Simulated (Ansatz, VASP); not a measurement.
# Two plane-wave programs on MgO

The input POSCAR:

```
MgO
1.0
    0.0000000000      2.0541934342      2.0541934342
    2.0541934342      0.0000000000      2.0541934342
    2.0541934342      2.0541934342      0.0000000000
Mg O
1 1
Direct
    0.0000000000      0.0000000000      0.0000000000
    0.5000000000      0.5000000000      0.5000000000
```

File INCAR.step1:

```
PREC = Accurate
ENCUT = 660
ISMEAR = -1
SIGMA = 0.05
LREAL = False
LASPH = True
NELM = 120
NBANDS = 15
GGA = PE
ALGO = Normal
EDIFF = 1E-5
LWAVE = True
LCHARG = False
GGA_COMPAT = False
```

File INCAR.step2:

```
PREC = Accurate
ENCUT = 660
EDIFF = 1E-6
ISMEAR = -1
SIGMA = 0.05
LREAL = False
LASPH = True
NELM = 120
ALGO = Normal
ISIF = 2
LWAVE = False
LCHARG = True
METAGGA = R2SCAN
LMIXTAU = True
LELF = True
LVHAR = True
NBANDS = 15
ISTART = 1
GGA_COMPAT = False
```

The input KPOINTS:

```
regular mesh
0
Gamma
  11 11 11
```

The input input.yaml:

```yaml
crystal:
  lattice:
    - [0.0, 2.0541934342, 2.0541934342]
    - [2.0541934342, 0.0, 2.0541934342]
    - [2.0541934342, 2.0541934342, 0.0]
  atoms:
    - { symbol: Mg, position: [0.0, 0.0, 0.0] }
    - { symbol: O, position: [0.5, 0.5, 0.5] }
hamiltonian:
  xc: r2scan
  pseudopotentials: { kind: paw }
kpoints:
  mp_grid: { grid: [11, 11, 11] }
scf:
  occupations: { method: fermi_dirac, width: 0.05 }
output:
  forces: true
  stress: true
  eigenvalues: true
  write_density: true
  write_potential: true
  elf: true
  volumetric_format: npy
```

Alike in both runs: task single point; functional r2SCAN; k mesh 11 × 11 × 11; occupations fermi-dirac, width 0.05 eV; no spin polarisation.

|  | VASP | Ansatz |
| --- | --- | --- |
| version | VASP 6.6.1 | Ansatz 0.2.0 |
| potentials or method | VASP PAW PBE potentials, release 64 (Mg_sv, O) | Ansatz PAW |
| plane-wave cutoff (eV) | 660 | 500 |
| valence electrons in the cell | 16 | 16 |

```csv
,VASP,Ansatz,Ansatz less VASP
gap on the k mesh at the Fermi level (eV),6.45,6.42,-0.025
least direct gap on the mesh (eV),6.45,6.42,-0.025
pressure (GPa),13.4,13.3,-0.06
```

VASP's potentials were made for PBE, not for r2SCAN.

Noted on Ansatz's run: odd divisions of the mesh miss points on the zone boundary, where band edges often lie, so the gap on the mesh can be too wide.
